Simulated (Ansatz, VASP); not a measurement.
## SrTiO3: VASP beside Ansatz

```xyz
5
Lattice="4.0167 0.0000 0.0000 0.0000 4.0167 0.0000 0.0000 0.0000 4.0167" Properties=species:S:1:pos:R:3 pbc="T T T"
Sr    2.0084    2.0084    2.0084
Ti    0.0000    0.0000    0.0000
O     2.0084    0.0000    0.0000
O     0.0000    2.0084    0.0000
O     0.0000    0.0000    2.0084
```

Alike in both runs: task single point; functional PBEsol; k mesh 8 × 8 × 8; occupations gaussian, width 0.02 eV; no spin polarisation.

|  | VASP | Ansatz |
| --- | --- | --- |
| version | VASP 6.6.1 | Ansatz 0.2.0 |
| potentials or method | VASP PAW PBE potentials, release 64 (Sr_sv, Ti_sv, O), cutoff 520 eV | scalar-relativistic, plane waves, PAW |
| valence electrons in the cell | 40 | 40 |

```tsv
	VASP	Ansatz	Ansatz less VASP
gap on the k mesh at the Fermi level (eV)	1.65	1.68	+0.028
least direct gap on the mesh (eV)	2.05	2.07	+0.020
pressure (GPa)	-13.8	-14.4	-0.53
```

VASP's potentials were made for PBE, not for PBEsol. With one functional, cell and mesh, what is left measures potentials, basis and numerics.
